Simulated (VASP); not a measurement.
Input of a VASP 6.6.1 run:

File INCAR:

```
SYSTEM = TiTe2
PREC = Accurate
ENCUT = 520
EDIFF = 1E-6
ISMEAR = -1
SIGMA = 0.05
LREAL = .False.
LASPH = .True.
NELM = 60
ALGO = Normal
ISIF = 2
LWAVE = .False.
LCHARG = .False.
GGA = RE
NBANDS = 19
```

KPOINTS

```
regular mesh
0
Gamma
  5 5 3
  0 0 0
```

POSCAR

```
TiTe2
1.0
    3.7770000000      0.0000000000      0.0000000000
   -1.8885000000      3.2709779501      0.0000000000
    0.0000000000      0.0000000000      6.4980000000
Te Ti
2 1
Direct
    0.3333333333      0.6666666667      0.7372000000
    0.6666666667      0.3333333333      0.2628000000
    0.0000000000      0.0000000000      0.0000000000
```

Potentials or basis: VASP PAW PBE potentials, release 64 (Te, Ti_sv).

Run with:

```sh
$ cat potpaw_PBE.64/Te/POTCAR potpaw_PBE.64/Ti_sv/POTCAR > POTCAR
$ mpirun -np 1 vasp_std > vasp.out
```

(1) Estimate the pressure.

(2) Estimate the largest force.

(3) What does it give for the band gap on the k mesh?

## Answers

(1) 2.3 GPa.

(2) 0.051 eV/Å.

(3) zero (band 12 reaches 7.29 eV, above the bottom of band 13 at 6.70 eV).

Caveat: the k points lie up to 0.38 Å⁻¹ apart; the PAW data sets were made with another functional, which shifts forces and pressure a little; spin-orbit coupling is left out, which moves the levels of the heavy elements; this functional lacks dispersion, which binds the layers, so the pressure and a relaxed spacing across them are unreliable.
